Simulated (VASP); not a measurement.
# H2 in VASP: notebook

H2 is run at these levels: LDA; tasks: single point, relaxation of the atoms.

All numbers are computed with VASP 6.6.1; they aren't measurements. Logs are shortened: lines on timing, memory, paths and dates and some standing lists are left out, and cuts for length are marked.

## 1. The cell of the first run

The cell holds a molecule in a box, 2 atoms: a = 9.000 Å, b = 9.500 Å, c = 10.000 Å, α = 90.00°, β = 90.00°, γ = 90.00°.

## 2. Single point, LDA

File INCAR:

```
SYSTEM = H
  ALGO = Normal
  EDIFF = 1E-6
  ENCUT = 520
  ISIF = 2
  ISMEAR = 1
  LASPH = .TRUE.
  LCHARG = .FALSE.
  LREAL = .FALSE.
  LWAVE = .FALSE.
  NBANDS = 8
  NELM = 80
  PREC = Accurate
  SIGMA = 0.05
```

File KPOINTS:

```
k-points
0
G
  1 1 1
  0 0 0
```

File POSCAR:

```
H
1.0
    9.0000000000      0.0000000000      0.0000000000
    0.0000000000      9.5000000000      0.0000000000
    0.0000000000      0.0000000000     10.0000000000
H
2
Direct
    0.5000000000      0.5000000000      0.4617854573
    0.5000000000      0.5000000000      0.5382145427
```

Potentials or basis: VASP PAW LDA potentials, release 64 (H).

Run with:

```console
> cat potpaw_LDA.64/H/POTCAR > POTCAR
> mpirun -np 1 vasp_gam > vasp.out
```

OUTCAR:

```text
SYSTEM = H
   EDIFF = 1E-6
   ENCUT = 520
   ISIF = 2
   ISMEAR = 1
   LASPH = .TRUE.
   LREAL = .FALSE.
   NELM = 80
   PREC = Accurate

 ion  position               nearest neighbor table
   1  0.500  0.500  0.462-   2 0.76
   2  0.500  0.500  0.538-   1 0.76

  LATTYP: Found a simple orthorhombic cell.
 ALAT       =     9.0000000000
 B/A-ratio  =     1.0555555556
 C/A-ratio  =     1.1111111111

  Lattice vectors:

 A1 = (   9.0000000000,   0.0000000000,   0.0000000000)
 A2 = (   0.0000000000,   9.5000000000,   0.0000000000)
 A3 = (   0.0000000000,   0.0000000000,  10.0000000000)

Analysis of symmetry for initial positions (statically):
=====================================================================
 Subroutine PRICEL returns:
 Original cell was already a primitive cell.

 Routine SETGRP: Setting up the symmetry group for a
 simple orthorhombic supercell.

 Subroutine GETGRP returns: Found  8 space group operations
 (whereof  8 operations were pure point group operations)
 out of a pool of  8 trial point group operations.

The static configuration has the point symmetry D_2h.

Analysis of symmetry for dynamics (positions and initial velocities):
=====================================================================
 Subroutine PRICEL returns:
 Original cell was already a primitive cell.

 Routine SETGRP: Setting up the symmetry group for a
 simple orthorhombic supercell.

 Subroutine GETGRP returns: Found  8 space group operations
 (whereof  8 operations were pure point group operations)
 out of a pool of  8 trial point group operations.

The dynamic configuration has the point symmetry D_2h.

 Subroutine INISYM returns: Found  8 space group operations
 (whereof  8 operations are pure point group operations),
 and found     1 'primitive' translations

----------------------------------------------------------------------------------------

                                     Primitive cell

  volume of cell :     855.0000

  direct lattice vectors                    reciprocal lattice vectors
     9.000000000  0.000000000  0.000000000     0.111111111  0.000000000  0.000000000
     0.000000000  9.500000000  0.000000000     0.000000000  0.105263158  0.000000000
     0.000000000  0.000000000 10.000000000     0.000000000  0.000000000  0.100000000

  length of vectors
     9.000000000  9.500000000 10.000000000     0.111111111  0.105263158  0.100000000

  position of ions in fractional coordinates (direct lattice)
     0.500000000  0.500000000  0.461785457
     0.500000000  0.500000000  0.538214543

  ion indices of the primitive-cell ions
   primitive index   ion index
                 1           1
                 2           2

----------------------------------------------------------------------------------------

 KPOINTS: k-points

Automatic generation of k-mesh.
 Grid dimensions read from file:
 generate k-points for:    1    1    1

 Generating k-lattice:

  Cartesian coordinates                     Fractional coordinates (reciprocal lattice)
     0.111111111  0.000000000  0.000000000     1.000000000  0.000000000  0.000000000
     0.000000000  0.105263158  0.000000000     0.000000000  1.000000000  0.000000000
     0.000000000  0.000000000  0.100000000     0.000000000  0.000000000  1.000000000

  Length of vectors
     0.111111111  0.105263158  0.100000000

  Shift w.r.t. Gamma in fractional coordinates (k-lattice)
     0.000000000  0.000000000  0.000000000

 Subroutine IBZKPT returns following result:
 ===========================================

 Found      1 irreducible k-points:

 Following reciprocal coordinates:
            Coordinates               Weight
  0.000000  0.000000  0.000000      1.000000
   k-points           NKPTS =      1   k-points in BZ     NKDIM =      1   number of bands    NBANDS=      8
   number of dos      NEDOS =    301   number of ions     NIONS =      2
   total plane-waves  NPLWV = 403200
   dimension x,y,z NGX =    70 NGY =   72 NGZ =   80
   dimension x,y,z NGXF=   140 NGYF=  144 NGZF=  160
   ions per type =               2
   NGX,Y,Z   is equivalent  to a cutoff of  12.93, 12.60, 13.30 a.u.
   NGXF,Y,Z  is equivalent  to a cutoff of  25.86, 25.20, 26.60 a.u.
 SYSTEM =  H
   PREC   = accura    normal or accurate (medium, high low for compatibility)
   ISTART =      0    job   : 0-new  1-cont  2-samecut
   ICHARG =      2    charge: 1-file 2-atom 10-const
   ISPIN  =      1    spin polarized calculation?
   LNONCOLLINEAR =      F non collinear calculations
   LSORBIT =      F    spin-orbit coupling
   LASPH  =      T    aspherical Exc in radial PAW
   ENCUT  =  520.0 eV  38.22 Ry    6.18 a.u.  16.73 17.66 18.59*2*pi/ulx,y,z
   NELM   =     80;   NELMIN=  2; NELMDL= -5     # of ELM steps
   EDIFF  = 0.1E-05   stopping-criterion for ELM
   LREAL  =      F    real-space projection
   EDIFFG = 0.1E-04   stopping-criterion for IOM
   NSW    =      0    number of steps for IOM
   IBRION =     -1    ionic relax: 0-MD 1-quasi-New 2-CG
   NFREE  =      0    steps in history (QN), initial steepest desc. (CG)
   ISIF   =      2    stress and relaxation
   ISYM   =      2    0-nonsym 1-usesym 2-fastsym
   POTIM  = 0.5000    time-step for ionic-motion
   TEBEG  =    0.0;   TEEND  =   0.0 temperature during run
   PSTRESS=    0.0 pullay stress
   NELECT =       2.0000    total number of electrons
   NUPDOWN=      -1.0000    fix difference up-down
   EMIN   =  10.00;   EMAX   =-10.00  energy-range for DOS
   EFERMI =   0.00;   METHOD = LEGACY
   ISMEAR =     1;   SIGMA  =   0.05  broadening in eV -4-tet -1-fermi 0-gaus
   EFERMI_NEDOS =   21; number of points for ismear=-14 and -15
   IALGO  =     38    algorithm
   IMIX   =      4    mixing-type and parameters
     AMIX     =   0.40;   BMIX     =  1.00
     AMIX_MAG =   1.60;   BMIX_MAG =  1.00
  volume/ion in A,a.u.               =     427.50      2884.91
  Fermi-wavevector in a.u.,A,eV,Ry     =   0.217318  0.410672  0.642565  0.047227
  Thomas-Fermi vector in A             =   0.994036
   LORBIT       =      0    0 simple, 1 ext, 2 COOP (PROOUT), +10 PAW based schemes
   GGA     = CA    functional components
   LHFCALC =     F    Hartree Fock is set to
   AEXX    =    0.0000 exact exchange contribution
   IVDW    =     0    specifies the selected vdW correction
   LEPSILON=     F    determine dielectric tensor
   LRPA    =     F    only Hartree local field effects (RPA)
 non-spin polarized calculation
 Methfessel and Paxton  Order N= 1 SIGMA  =   0.05
  energy-cutoff  :      520.00
  volume of cell :      855.00
 maximum number of plane-waves:     11510
 NGX is ok and might be reduce to    70
   NGX = 33   NGY = 35   NGZ = 37

 number of electron       2.0000001 magnetization

 Free energy of the ion-electron system (eV)
  ---------------------------------------------------
  ext. energy  EPLUGINS =         0.00000000
  ---------------------------------------------------
  free energy    TOTEN  =        -6.69545876 eV

  energy without entropy =       -6.69835771  energy(sigma->0) =       -6.69642507

 E-fermi : -10.0777     XC(G=0):  -0.4200

 val. band max:      -10.1197604489   @ k =   0.0000   0.0000   0.0000
 cond. band min:      -0.1497400934   @ k =   0.0000   0.0000   0.0000
 fundamental gap:      9.9700203555
 Fermi energy:       -10.0776663381

 k-point     1 :       0.0000    0.0000    0.0000
  band No.  band energies     occupation
      1     -10.1198      2.00000
      2      -0.1497      0.00000
      3       0.3506      0.00000
      4       1.0675      0.00000
      5       1.1956      0.00000
      6       1.3766      0.00000
      7       1.5440      0.00000
      8       1.7392      0.00000

------------------------ aborting loop because EDIFF is reached ----------------------------------------

  FORCE on cell =-STRESS in cart. coord.  units (eV):
  Direction    XX          YY          ZZ          XY          YZ          ZX
  --------------------------------------------------------------------------------------
  -------------------------------------------------------------------------------------
  Total       -0.0263238     -0.0255853      0.0042598      0.0000000      0.0000000      0.0000000
  in kB       -0.0493280     -0.0479440      0.0079824      0.0000000      0.0000000      0.0000000
  external PRESSURE =      -0.0297632 kB  Pullay stress =       0.0000000 kB

 VOLUME and BASIS-vectors are now :
 -----------------------------------------------------------------------------
  energy-cutoff  :      520.00
  volume of cell :      855.00
      direct lattice vectors                 reciprocal lattice vectors
     9.000000000  0.000000000  0.000000000     0.111111111  0.000000000  0.000000000
     0.000000000  9.500000000  0.000000000     0.000000000  0.105263158  0.000000000
     0.000000000  0.000000000 10.000000000     0.000000000  0.000000000  0.100000000

 POSITION                                       TOTAL-FORCE (eV/Angst)
 -----------------------------------------------------------------------------------
      4.50000      4.75000      4.61785         0.000000      0.000000     -0.046442
      4.50000      4.75000      5.38215         0.000000     -0.000000      0.046442
 -----------------------------------------------------------------------------------
    total drift:                                0.000000      0.000000      0.000000

  FREE ENERGIE OF THE ION-ELECTRON SYSTEM (eV)
  ---------------------------------------------------
  free  energy   TOTEN  =        -6.6954587566 eV

  energy  without entropy=       -6.6983577092  energy(sigma->0) =       -6.69642507
```

It took 27 s on 1 thread of AMD EPYC 7R13, shared host; peak memory 0.45 GiB.

What came out:

| Quantity | Value |
| --- | --- |
| Free energy | -6.6955 eV |
| Largest force | 0.046 eV/Å |
| Gap between the frontier levels | 9.97 eV |

Forces on the atoms (eV/Å):
```
H    0.000  0.000 -0.046
H    0.000  0.000  0.046
```

## 3. Relaxation of the atoms, LDA

File INCAR:

```
SYSTEM = H
  PREC = Accurate
  ENCUT = 520
  EDIFF = 1E-6
  ISMEAR = 1
  SIGMA = 0.05
  LREAL = .False.
  LASPH = .True.
  NELM = 80
  ALGO = Normal
  ISIF = 2
  LWAVE = .False.
  LCHARG = .False.
  IBRION = 2
  NSW = 80
  EDIFFG = -0.01
```

File KPOINTS:

```
regular mesh
0
Gamma
  1 1 1
  0 0 0
```

File POSCAR:

```
H
1.0
    9.0000000000      0.0000000000      0.0000000000
    0.0000000000      9.5000000000      0.0000000000
    0.0000000000      0.0000000000     10.0000000000
H
2
Direct
    0.5000000000      0.5000000000      0.4625000000
    0.5000000000      0.5000000000      0.5375000000
```

Potentials or basis: VASP PAW LDA potentials, release 64 (H).

Run with:

```console
> cat potpaw_LDA.64/H/POTCAR > POTCAR
> mpirun -np 1 vasp_gam > vasp.out
```

OUTCAR:

```text
SYSTEM = H
   PREC = Accurate
   ENCUT = 520
   EDIFF = 1E-6
   ISMEAR = 1
   LREAL = .False.
   LASPH = .True.
   NELM = 80
   ISIF = 2
   IBRION = 2
   NSW = 80
   EDIFFG = -0.01

 ion  position               nearest neighbor table
   1  0.500  0.500  0.462-   2 0.75
   2  0.500  0.500  0.538-   1 0.75

  LATTYP: Found a simple orthorhombic cell.
 ALAT       =     9.0000000000
 B/A-ratio  =     1.0555555556
 C/A-ratio  =     1.1111111111

  Lattice vectors:

 A1 = (   9.0000000000,   0.0000000000,   0.0000000000)
 A2 = (   0.0000000000,   9.5000000000,   0.0000000000)
 A3 = (   0.0000000000,   0.0000000000,  10.0000000000)

Analysis of symmetry for initial positions (statically):
=====================================================================
 Subroutine PRICEL returns:
 Original cell was already a primitive cell.

 Routine SETGRP: Setting up the symmetry group for a
 simple orthorhombic supercell.

 Subroutine GETGRP returns: Found  8 space group operations
 (whereof  8 operations were pure point group operations)
 out of a pool of  8 trial point group operations.

The static configuration has the point symmetry D_2h.

Analysis of symmetry for dynamics (positions and initial velocities):
=====================================================================
[... 139 lines left out ...]

  FORCE on cell =-STRESS in cart. coord.  units (eV):
  Direction    XX          YY          ZZ          XY          YZ          ZX
  --------------------------------------------------------------------------------------
  -------------------------------------------------------------------------------------
  Total       -0.0269118     -0.0261960      0.3669250      0.0000000      0.0000000      0.0000000
  in kB       -0.0504299     -0.0490885      0.6875777      0.0000000      0.0000000      0.0000000
  external PRESSURE =       0.1960198 kB  Pullay stress =       0.0000000 kB
[... 23 lines left out ...]
--------------------------------------- Ionic step        2  -------------------------------------------

 number of electron       2.0000000 magnetization

 E-fermi :  -9.9099     XC(G=0):  -0.4361

 val. band max:       -9.9520143342   @ k =   0.0000   0.0000   0.0000
 cond. band min:      -0.1590909968   @ k =   0.0000   0.0000   0.0000
 fundamental gap:      9.7929233374
 Fermi energy:        -9.9099202234

 k-point     1 :       0.0000    0.0000    0.0000
  band No.  band energies     occupation
      1      -9.9520      2.00000
      2      -0.1591      0.00000
      3       0.2182      0.00000
      4       1.0449      0.00000
      5       1.1726      0.00000
[... 33 lines left out ...]
--------------------------------------- Ionic step        3  -------------------------------------------

 number of electron       2.0000000 magnetization

 Free energy of the ion-electron system (eV)
  ---------------------------------------------------
  ext. energy  EPLUGINS =         0.00000000
  ---------------------------------------------------
  free energy    TOTEN  =        -6.69549246 eV

  energy without entropy =       -6.69839141  energy(sigma->0) =       -6.69645878

 E-fermi : -10.0707     XC(G=0):  -0.4169

 val. band max:      -10.1127496435   @ k =   0.0000   0.0000   0.0000
 cond. band min:      -0.1466878526   @ k =   0.0000   0.0000   0.0000
 fundamental gap:      9.9660617909
 Fermi energy:       -10.0706555327

 k-point     1 :       0.0000    0.0000    0.0000
  band No.  band energies     occupation
      1     -10.1127      2.00000
      2      -0.1467      0.00000
      3       0.3453      0.00000
      4       1.0661      0.00000
      5       1.1946      0.00000
[... 27 lines left out ...]
  FREE ENERGIE OF THE ION-ELECTRON SYSTEM (eV)
  ---------------------------------------------------
  free  energy   TOTEN  =        -6.6954924585 eV

  energy  without entropy=       -6.6983914112  energy(sigma->0) =       -6.69645878

 reached required accuracy - stopping structural energy minimisation
```

OSZICAR:

```text
N       E                     dE             d eps       ncg     rms          rms(c)
DAV:   1     0.212014143629E+01    0.21201E+01   -0.45033E+02    10   0.188E+02
DAV:   2    -0.685609463479E+01   -0.89762E+01   -0.89762E+01    10   0.494E+01
DAV:   3    -0.745020397390E+01   -0.59411E+00   -0.59411E+00    20   0.179E+01
[... 34 lines left out ...]
DAV:   7    -0.669547924981E+01   -0.12392E-04   -0.68107E-07    10   0.292E-03    0.287E-04
DAV:   8    -0.669548901030E+01   -0.97605E-05   -0.52720E-07    10   0.271E-03    0.124E-04
DAV:   9    -0.669549100159E+01   -0.19913E-05   -0.29267E-08    10   0.710E-04    0.117E-04
DAV:  10    -0.669549225020E+01   -0.12486E-05   -0.35458E-08    10   0.704E-04    0.210E-05
DAV:  11    -0.669549245847E+01   -0.20827E-06   -0.57425E-09    10   0.296E-04
   3 F= -.66954925E+01 E0= -.66964588E+01  d E =-.412121E-02
```

Wall time 44 s (1 thread of AMD EPYC 7R13, shared host); peak memory 0.47 GiB.

What came out:

```yaml
Free_energy: -6.6955 eV
Energy_gained_by_relaxing: 2.1 meV/atom
Ionic_steps: 3
Gap_between_the_frontier_levels: 9.97 eV
```

Step by step:
```
step  energy change (eV)  largest force (eV/Å)  pressure (GPa)
   1              0.0000                0.5327            0.02
   2              0.0149                1.0290           -0.06
   3             -0.0041                0.0012           -0.01
```

Final structure:
```
CELL_PARAMETERS angstrom
9.00000 0.00000 0.00000
0.00000 9.50000 0.00000
0.00000 0.00000 10.00000
ATOMIC_POSITIONS crystal
H 0.50000 0.50000 0.46171
H 0.50000 0.50000 0.53829
```
